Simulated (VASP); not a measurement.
Input of a VASP 6.6.1 run:

The input INCAR:

```
SYSTEM = C
  PREC = Accurate
  ENCUT = 520
  EDIFF = 1E-6
  ISMEAR = 0
  SIGMA = 0.01
  LREAL = .False.
  LASPH = .True.
  NELM = 60
  ALGO = Normal
  ISIF = 2
  LWAVE = .False.
  LCHARG = .False.
  NBANDS = 16
```

KPOINTS

```
Automatic mesh
0
Gamma
  10 10 4
  0 0 0
```

The input POSCAR:

```
C
1.0
    2.4408844892      0.0000000000      0.0000000000
   -1.2204422446      2.1138679753      0.0000000000
    0.0000000000      0.0000000000      6.3625055729
C
4
Direct
    0.0000000000      0.0000000000      0.0025000000
    0.0000000000      0.0000000000      0.5025000000
    0.3333333333      0.6666666667      0.0025000000
    0.6666666667      0.3333333333      0.5025000000
```

Potentials or basis: VASP PAW LDA potentials, release 64 (C).

Run with:

```sh
$ cat potpaw_LDA.64/C/POTCAR > POTCAR
$ mpirun -np 1 vasp_std > vasp.out
```

Q: What does it give for the band gap on the k mesh?

A: 1.00 eV, direct.

Q: Predict the pressure.

A: 2.9 GPa.

Stress tensor (GPa, compression positive):
```
3.35 0.00 0.00
0.00 3.35 0.00
0.00 0.00 1.88
```

A k mesh can miss the band edges. LDA gaps usually lie below the measured ones, often by a third to a half.
